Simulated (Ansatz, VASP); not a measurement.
**Two plane-wave programs on BaS**

```
Ba S
1.0
     3.83376    0.00000    0.00000
     0.00000    3.83376    0.00000
     0.00000    0.00000    3.89050
Ba S
1 1
Direct
  0.00000 0.00000 0.00000
  0.50000 0.50000 0.50000
```

Change from the starting cell: uniaxial_z strain +1.5%.

Alike in both runs: task single point; functional r2SCAN; k mesh 6 × 6 × 6; no spin polarisation.

|  | VASP | Ansatz |
| --- | --- | --- |
| version | VASP 6.6.1 | Ansatz 0.2.0 |
| potentials or method | VASP PAW PBE potentials, release 64 (Ba_sv, S) | plane waves, PAW |
| plane-wave cutoff (eV) | 520 | 500 |
| occupations | gaussian, width 0.01 eV | fixed |
| valence electrons in the cell | 16 | 16 |

```csv
,VASP,Ansatz,Ansatz less VASP
gap on the k mesh at the Fermi level (eV),1.79,1.90,+0.112
pressure (GPa),0.2,-0.7,-0.87
"traceless stress, the component that is largest in VASP (GPa)",-1.12,-1.11,+0.012
```

VASP's potentials were made for PBE, not for r2SCAN.

Neither program's run includes spin-orbit coupling.
